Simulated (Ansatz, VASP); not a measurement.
# Two plane-wave programs on TaN

```
CELL_PARAMETERS angstrom
-2.33584 2.33584 2.01148
2.33584 -2.33584 2.01148
2.33584 2.33584 -2.01148
ATOMIC_POSITIONS crystal
Ta 0.75000 0.25000 0.50000
Ta 0.00000 0.00000 0.00000
N 0.50000 0.50000 0.00000
N 0.25000 0.75000 0.50000
```

Alike in both runs: task relaxation of cell and atoms; functional PBE; k mesh 6 × 6 × 6; occupations gaussian, width 0.1 eV; no spin polarisation.

|  | VASP | Ansatz |
| --- | --- | --- |
| version | VASP 6.6.1 | Ansatz 0.2.0 |
| potentials or method | VASP PAW PBE potentials, release 64 (Ta_pv, N), cutoff 600 eV | scalar-relativistic, plane waves, PAW |
| valence electrons in the cell | 32 | 36 |

```csv
,VASP,Ansatz,Ansatz less VASP
"gap on the k mesh at the Fermi level, each at its own relaxed structure (eV)",none,none,-
relaxed volume (Å³/atom),14.65,14.70,+0.048
relaxed cell length with the largest relative difference (Å),4.317,4.324,+0.0066
```

A gap of «none» marks a metal or a gap that the smearing closes. VASP's potentials hold 32 valence electrons a cell and Ansatz's 36, so a difference there can come from the potentials and not from the codes.

Spin-orbit coupling is off throughout. Noted on VASP's run: the volume moved by over 15 % at a fixed basis, so the end points are rough.
